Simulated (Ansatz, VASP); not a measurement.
## Mg8HO8 in VASP and in Ansatz

File INCAR:

```
  ALGO = Normal
  EDIFF = 1E-6
  EDIFFG = -0.08
  ENCUT = 520
  GGA = PE
  IBRION = 2
  ISIF = 2
  ISMEAR = -1
  ISPIN = 2
  LASPH = True
  LCHARG = False
  LORBIT = 11
  LREAL = Auto
  LWAVE = False
  MAGMOM = 0 0 0 0 0 0 0 0 0 0 0 0 0 0 0 0 1
  NELM = 150
  NSW = 45
  PREC = Accurate
  SIGMA = 0.05
```

KPOINTS

```
k-points
0
Gamma
  2 2 2
```

File POSCAR:

```
Mg8HO8
1.0
    0.0000000000      3.8650000000      3.8650000000
    3.8650000000      0.0000000000      3.8650000000
    3.8650000000      3.8650000000      0.0000000000
Mg O H
8 8 1
Direct
    0.0000000000      0.0000000000      0.0000000000
    0.0000000000      0.0000000000      0.5000000000
    0.0000000000      0.5000000000      0.0000000000
    0.0000000000      0.5000000000      0.5000000000
    0.5000000000      0.0000000000      0.0000000000
    0.5000000000      0.0000000000      0.5000000000
    0.5000000000      0.5000000000      0.0000000000
    0.5000000000      0.5000000000      0.5000000000
    0.2500000000      0.2500000000      0.2500000000
    0.2500000000      0.2500000000      0.7500000000
    0.2500000000      0.7500000000      0.2500000000
    0.2500000000      0.7500000000      0.7500000000
    0.7500000000      0.2500000000      0.2500000000
    0.7500000000      0.2500000000      0.7500000000
    0.7500000000      0.7500000000      0.2500000000
    0.7500000000      0.7500000000      0.7500000000
    0.3697710000      0.8792075000      0.3817188000
```

Input for Ansatz:

```yaml
accuracy: low
crystal:
  lattice:
    - [0.0, 3.865, 3.865]
    - [3.865, 0.0, 3.865]
    - [3.865, 3.865, 0.0]
  atoms:
    - { symbol: Mg, position: [0.0, 0.0, 0.0] }
    - { symbol: O, position: [0.25, 0.25, 0.25] }
    - { symbol: Mg, position: [0.0, 0.0, 0.5] }
    - { symbol: O, position: [0.25, 0.25, 0.75] }
    - { symbol: Mg, position: [0.0, 0.5, 0.0] }
    - { symbol: O, position: [0.25, 0.75, 0.25] }
    - { symbol: Mg, position: [0.0, 0.5, 0.5] }
    - { symbol: O, position: [0.25, 0.75, 0.75] }
    - { symbol: Mg, position: [0.5, 0.0, 0.0] }
    - { symbol: O, position: [0.75, 0.25, 0.25] }
    - { symbol: Mg, position: [0.5, 0.0, 0.5] }
    - { symbol: O, position: [0.75, 0.25, 0.75] }
    - { symbol: Mg, position: [0.5, 0.5, 0.0] }
    - { symbol: O, position: [0.75, 0.75, 0.25] }
    - { symbol: Mg, position: [0.5, 0.5, 0.5] }
    - { symbol: O, position: [0.75, 0.75, 0.75] }
    - { symbol: H, position: [0.369771, 0.8792075, 0.3817188], spin: 1.0 }
magnetization:
  spin_polarized: true
basis:
  ecutwfc: 420.0
kpoints:
  mp_grid: { grid: [2, 2, 2] }
hamiltonian:
  xc: pbe
  pseudopotentials: { kind: paw, azcp: { folder: soft_1 } }
scf:
  occupations: { method: fermi_dirac, width: 0.05 }
  lower_state_search: "off"
relax:
  f_tol: 0.08
  max_steps: 25
  adjacent_minimum: "off"
```

Alike in both runs: task relaxation of the atoms; functional PBE; k mesh 2 × 2 × 2; occupations fermi-dirac, width 0.05 eV; collinear spin.

```csv
,VASP,Ansatz
version,VASP 6.6.1,Ansatz 0.2.0
potentials or method,"VASP PAW PBE potentials, release 64 (Mg, O, H), cutoff 520 eV","scalar-relativistic, plane waves, PAW"
valence electrons in the cell,65,129
```

Ansatz gave:

- net moment per atom (μB): 0.04
- size of the moment on the site where the two differ most (μB): 0.32

**Question.** Which values does VASP return?

**Answer.** net moment per atom (μB): 0.04; size of the moment on the site where the two differ most (μB): 0.25.

Site moments also hang on the region over which each program counts them. VASP's potentials hold 65 valence electrons a cell and Ansatz's 129, so a difference there can come from the potentials and not from the codes.

The k mesh is coarse, so the values compare programs but aren't converged.
